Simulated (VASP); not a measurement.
# Pb (C2/c) in VASP: single point with BLYP

Aim: the single point of Pb with BLYP.

All numbers are computed with VASP 6.6.1; they aren't measurements. Logs are shortened: lines on timing, memory, paths and dates and some standing lists are left out, and cuts for length are marked.

### 1 The cell of the first run

The structure is monoclinic, space group C2/c (No. 15). The conventional cell has a = 3.624 Å, b = 10.865 Å, c = 3.769 Å, α = 90.00°, β = 95.46°, γ = 90.00°. Within 4.5 Å of Pb (site symmetry 2) lie 10 Pb at 3.41 to 3.77 Å.

### 2 Single point, BLYP

The input, INCAR:

```
SYSTEM = Pb
PREC = Accurate ; ENCUT = 520
EDIFF = 1E-6 ; ISMEAR = -1
SIGMA = 0.1 ; LREAL = .False.
LASPH = .True. ; NELM = 60
ALGO = Normal ; ISIF = 2
LWAVE = .False. ; LCHARG = .False.
GGA = B5 ; ALDAX = 1.0
AGGAX = 1.0 ; AGGAC = 1.0
ALDAC = 0.0 ; NBANDS = 21
ISYM = 0
```

The input, KPOINTS:

```
Automatic mesh
0
Gamma
  11 11 7
  0 0 0
```

The input, POSCAR:

```
Pb
1.0
   -4.0587755778      3.6241772554      1.7856956555
    3.6241772554     -4.0587755778      1.7856956555
    3.0061385340      3.0061385340     -2.5816632790
Pb
2
Direct
    0.9825026284      0.0174973716      0.0000000000
    0.7674973716      0.2325026284      0.5000000000
```

Potentials or basis: VASP PAW PBE potentials, release 64 (Pb_d).

The run is started by

```
$ cat potpaw_PBE.64/Pb_d/POTCAR > POTCAR
$ mpirun -np 1 vasp_std > vasp.out
```

OUTCAR:

```text
SYSTEM = Pb
   PREC = Accurate
   ENCUT = 520
   EDIFF = 1E-6
   ISMEAR = -1
   LREAL = .False.
   LASPH = .True.
   NELM = 60
   ISIF = 2
   GGA = B5
   ISYM = 0

 ion  position               nearest neighbor table
   1  0.983  0.017  0.000-   2 3.41   2 3.41   2 3.60   2 3.60   2 3.62   2 3.62
   2  0.767  0.233  0.500-   1 3.41   1 3.41   1 3.60   1 3.60   1 3.62   1 3.62

IMPORTANT INFORMATION: All symmetrisations will be switched off!
NOSYMM: (Re-)initialisation of all symmetry stuff for point group C_1.

----------------------------------------------------------------------------------------

                                     Primitive cell

  volume of cell :      73.8648

  direct lattice vectors                    reciprocal lattice vectors
    -4.058775578  3.624177255  1.785695656     0.069185137  0.199343426  0.312679840
     3.624177255 -4.058775578  1.785695656     0.199343426  0.069185137  0.312679840
     3.006138534  3.006138534 -2.581663279     0.185736960  0.185736960  0.045204215

  length of vectors
     5.726869035  5.726869035  4.973803681     0.377217533  0.377217533  0.266533033

  position of ions in fractional coordinates (direct lattice)
     0.982502628  0.017497372  0.000000000
     0.767497372  0.232502628  0.500000000

  ion indices of the primitive-cell ions
   primitive index   ion index
                 1           1
                 2           2

----------------------------------------------------------------------------------------

 KPOINTS: Automatic mesh

Automatic generation of k-mesh.
 Grid dimensions read from file:
 generate k-points for:   11   11    7

 Generating k-lattice:

  Cartesian coordinates                     Fractional coordinates (reciprocal lattice)
     0.006289558  0.018122130  0.028425440     0.090909091 -0.000000000  0.000000000
     0.018122130  0.006289558  0.028425440    -0.000000000  0.090909091  0.000000000
     0.026533851  0.026533851  0.006457745    -0.000000000 -0.000000000  0.142857143

  Length of vectors
     0.034292503  0.034292503  0.038076148

  Shift w.r.t. Gamma in fractional coordinates (k-lattice)
     0.000000000  0.000000000  0.000000000

 Subroutine IBZKPT returns following result:
 ===========================================

 Found    424 irreducible k-points:

 Following reciprocal coordinates:
            Coordinates               Weight
  0.000000  0.000000  0.000000      1.000000
  0.090909  0.000000 -0.000000      2.000000
 -0.000000 -0.090909  0.000000      2.000000
  0.181818  0.000000 -0.000000      2.000000
 -0.000000 -0.181818  0.000000      2.000000
  0.272727  0.000000 -0.000000      2.000000
[... 16 lines left out ...]
 -0.363636  0.090909  0.000000      2.000000
 -0.090909  0.363636 -0.000000      2.000000
 [... further k-points ...]
   k-points           NKPTS =    424   k-points in BZ     NKDIM =    424   number of bands    NBANDS=     21
   number of dos      NEDOS =    301   number of ions     NIONS =      2
   total plane-waves  NPLWV =  92160
   dimension x,y,z NGX =    48 NGY =   48 NGZ =   40
   dimension x,y,z NGXF=    96 NGYF=   96 NGZF=   80
   ions per type =               2
   NGX,Y,Z   is equivalent  to a cutoff of  13.93, 13.93, 13.37 a.u.
   NGXF,Y,Z  is equivalent  to a cutoff of  27.87, 27.87, 26.74 a.u.
 SYSTEM =  Pb
   PREC   = accura    normal or accurate (medium, high low for compatibility)
   ISTART =      0    job   : 0-new  1-cont  2-samecut
   ICHARG =      2    charge: 1-file 2-atom 10-const
   ISPIN  =      1    spin polarized calculation?
   LNONCOLLINEAR =      F non collinear calculations
   LSORBIT =      F    spin-orbit coupling
   LASPH  =      T    aspherical Exc in radial PAW
   ENCUT  =  520.0 eV  38.22 Ry    6.18 a.u.  10.65 10.65  9.25*2*pi/ulx,y,z
   NELM   =     60;   NELMIN=  2; NELMDL= -5     # of ELM steps
   EDIFF  = 0.1E-05   stopping-criterion for ELM
   LREAL  =      F    real-space projection
   EDIFFG = 0.1E-04   stopping-criterion for IOM
   NSW    =      0    number of steps for IOM
   IBRION =     -1    ionic relax: 0-MD 1-quasi-New 2-CG
   NFREE  =      0    steps in history (QN), initial steepest desc. (CG)
   ISIF   =      2    stress and relaxation
   ISYM   =      0    0-nonsym 1-usesym 2-fastsym
   POTIM  = 0.5000    time-step for ionic-motion
   TEBEG  =    0.0;   TEEND  =   0.0 temperature during run
   PSTRESS=    0.0 pullay stress
   NELECT =      28.0000    total number of electrons
   NUPDOWN=      -1.0000    fix difference up-down
   EMIN   =  10.00;   EMAX   =-10.00  energy-range for DOS
   EFERMI =   0.00;   METHOD = LEGACY
   ISMEAR =    -1;   SIGMA  =   0.10  broadening in eV -4-tet -1-fermi 0-gaus
   EFERMI_NEDOS =   21; number of points for ismear=-14 and -15
   IALGO  =     38    algorithm
   IMIX   =      4    mixing-type and parameters
     AMIX     =   0.40;   BMIX     =  1.00
     AMIX_MAG =   1.60;   BMIX_MAG =  1.00
  volume/ion in A,a.u.               =      36.93       249.23
  Fermi-wavevector in a.u.,A,eV,Ry     =   1.184809  2.238965 19.099489  1.403773
  Thomas-Fermi vector in A             =   2.321016
   LORBIT       =      0    0 simple, 1 ext, 2 COOP (PROOUT), +10 PAW based schemes
   GGA     = B5    functional components
   LHFCALC =     F    Hartree Fock is set to
   AEXX    =    0.0000 exact exchange contribution
   IVDW    =     0    specifies the selected vdW correction
   LEPSILON=     F    determine dielectric tensor
   LRPA    =     F    only Hartree local field effects (RPA)
 non-spin polarized calculation
  energy-cutoff  :      520.00
  volume of cell :       73.86
 maximum number of plane-waves:      2004
 NGX is ok and might be reduce to    48
   NGX = 21   NGY = 21   NGZ = 19

 number of electron      27.9999999 magnetization

 Free energy of the ion-electron system (eV)
  ---------------------------------------------------
  ext. energy  EPLUGINS =         0.00000000
  ---------------------------------------------------
  free energy    TOTEN  =        -5.71946288 eV

  energy without entropy =       -5.67912424  energy(sigma->0) =       -5.69929356

 E-fermi :   5.7815     XC(G=0):  -8.6248

 val. band max:        5.7689196534   @ k =   0.4545   0.0000   0.2857
 cond. band min:       5.7850199125   @ k =  -0.0000  -0.0000   0.4286
 fundamental gap:      0.0161002591
 Fermi energy:         5.7815142246

 k-point     1 :       0.0000    0.0000    0.0000
  band No.  band energies     occupation
      1     -11.3474      2.00000
      2     -11.2952      2.00000
      3     -11.2740      2.00000
      4     -11.2585      2.00000
      5     -11.1887      2.00000
      6     -11.1825      2.00000
[... 13 lines left out ...]
     20      13.2571      0.00000
     21      13.8125      0.00000

 k-point     2 :       0.0909    0.0000   -0.0000
  band No.  band energies     occupation
      1     -11.3306      2.00000
      2     -11.2951      2.00000
      3     -11.2625      2.00000
      4     -11.2419      2.00000
      5     -11.1948      2.00000
      6     -11.1911      2.00000
[... 13 lines left out ...]
     20      14.0366      0.00000
     21      14.3545      0.00000

 k-point     3 :      -0.0000   -0.0909    0.0000
  band No.  band energies     occupation
      1     -11.3306      2.00000
      2     -11.2951      2.00000
      3     -11.2625      2.00000
      4     -11.2419      2.00000
      5     -11.1948      2.00000
      6     -11.1911      2.00000
[... 13 lines left out ...]
     20      14.0366      0.00000
     21      14.3545      0.00000

 k-point     4 :       0.1818    0.0000   -0.0000
  band No.  band energies     occupation
      1     -11.3121      2.00000
      2     -11.2658      2.00000
      3     -11.2439      2.00000
      4     -11.2196      2.00000
      5     -11.2027      2.00000
      6     -11.1958      2.00000
[... 13 lines left out ...]
     20      14.0306      0.00000
     21      15.0833      0.00000

 k-point     5 :      -0.0000   -0.1818    0.0000
  band No.  band energies     occupation
      1     -11.3121      2.00000
      2     -11.2658      2.00000
      3     -11.2439      2.00000
      4     -11.2196      2.00000
      5     -11.2027      2.00000
      6     -11.1958      2.00000
[... 13 lines left out ...]
     20      14.0306      0.00000
     21      15.0833      0.00000

 k-point     6 :       0.2727    0.0000   -0.0000
  band No.  band energies     occupation
      1     -11.3194      2.00000
      2     -11.2699      2.00000
      3     -11.2310      2.00000
      4     -11.2041      2.00000
      5     -11.1817      2.00000
      6     -11.1654      2.00000
[... 13 lines left out ...]
     20      13.4156      0.00000
     21      16.0638      0.00000

 k-point     7 :      -0.0000   -0.2727    0.0000
  band No.  band energies     occupation
      1     -11.3194      2.00000
      2     -11.2699      2.00000
      3     -11.2310      2.00000
      4     -11.2041      2.00000
      5     -11.1817      2.00000
      6     -11.1654      2.00000
[... 13 lines left out ...]
     20      13.4156      0.00000
     21      16.0638      0.00000
[... 291 lines left out ...]
      1     -11.3336      2.00000
      2     -11.3055      2.00000
      3     -11.2719      2.00000
      4     -11.2635      2.00000
      5     -11.1263      2.00000
      6     -11.1090      2.00000
[... 13 lines left out ...]
     20      12.1062      0.00000
     21      13.7650      0.00000

 k-point    21 :      -0.4545    0.0909    0.0000
  band No.  band energies     occupation
      1     -11.3270      2.00000
      2     -11.2909      2.00000
      3     -11.2518      2.00000
      4     -11.2433      2.00000
      5     -11.1368      2.00000
      6     -11.1200      2.00000
[... 13 lines left out ...]
     20      12.8112      0.00000
     21      14.9489      0.00000

 k-point    22 :      -0.0909    0.4545    0.0000
  band No.  band energies     occupation
      1     -11.3270      2.00000
      2     -11.2909      2.00000
      3     -11.2518      2.00000
      4     -11.2433      2.00000
      5     -11.1368      2.00000
      6     -11.1200      2.00000
[... 13 lines left out ...]
     20      12.8112      0.00000
     21      14.9489      0.00000

 k-point    23 :      -0.3636    0.0909    0.0000
  band No.  band energies     occupation
      1     -11.3154      2.00000
      2     -11.2678      2.00000
      3     -11.2325      2.00000
      4     -11.2085      2.00000
      5     -11.1887      2.00000
      6     -11.1585      2.00000
[... 13 lines left out ...]
     20      13.9168      0.00000
     21      15.4085      0.00000

 k-point    24 :      -0.0909    0.3636   -0.0000
  band No.  band energies     occupation
      1     -11.3154      2.00000
      2     -11.2678      2.00000
      3     -11.2325      2.00000
      4     -11.2085      2.00000
      5     -11.1887      2.00000
      6     -11.1585      2.00000
[... 13 lines left out ...]
     20      13.9168      0.00000
     21      15.4085      0.00000

 [... further k-points ...]
[... 5 lines left out ...]
  --------------------------------------------------------------------------------------
  -------------------------------------------------------------------------------------
  Total        0.0147049      0.0146957      0.0226909     -0.0020618      0.0060158      0.0060115
  in kB        0.3189598      0.3187601      0.4921807     -0.0447222      0.1304863      0.1303933
  external PRESSURE =       0.3766335 kB  Pullay stress =       0.0000000 kB

 VOLUME and BASIS-vectors are now :
 -----------------------------------------------------------------------------
  energy-cutoff  :      520.00
  volume of cell :       73.86
      direct lattice vectors                 reciprocal lattice vectors
    -4.058775578  3.624177255  1.785695656     0.069185137  0.199343426  0.312679840
     3.624177255 -4.058775578  1.785695656     0.199343426  0.069185137  0.312679840
     3.006138534  3.006138534 -2.581663279     0.185736960  0.185736960  0.045204215

 POSITION                                       TOTAL-FORCE (eV/Angst)
 -----------------------------------------------------------------------------------
     -3.92434      3.48975      1.78570        -0.008341      0.008339     -0.000004
     -0.76940      3.34094      0.49486         0.008341     -0.008339      0.000004
 -----------------------------------------------------------------------------------
    total drift:                               -0.000032      0.000044     -0.000004

  FREE ENERGIE OF THE ION-ELECTRON SYSTEM (eV)
  ---------------------------------------------------
  free  energy   TOTEN  =        -5.7194628844 eV

  energy  without entropy=       -5.6791242374  energy(sigma->0) =       -5.69929356
```

It took 14 min on 1 thread of Intel Xeon Platinum 8259CL at 2.50GHz (Skylake/Cascade Lake), shared host; peak memory 0.67 GiB.

Results:

* Free energy: -5.7195 eV
* Pressure: 0.0 GPa
* Largest force: 0.012 eV/Å
* Band gap on the k mesh: zero (bands 14 and 15 overlap by 3.40 eV)

Forces in eV/Å, atoms in the order of the input:
```
Pb  -0.008  0.008  0.000
Pb   0.008 -0.008  0.000
```

Levels at points of the mesh, in eV from the Fermi level:
| k point | band 10 | band 11 | band 12 | band 13 | band 14 | band 15 | band 16 | band 17 | band 18 | band 19 |
| --- | --- | --- | --- | --- | --- | --- | --- | --- | --- | --- |
| (0.00, 0.00, 0.00) | -16.79 | -10.90 | -7.16 | -2.72 | 1.39 | 3.12 | 4.52 | 4.53 | 5.58 | 6.44 |

Caveat: the PAW data sets were made with another functional, which shifts forces and pressure a little; spin-orbit coupling is left out, which moves the levels of the heavy elements.
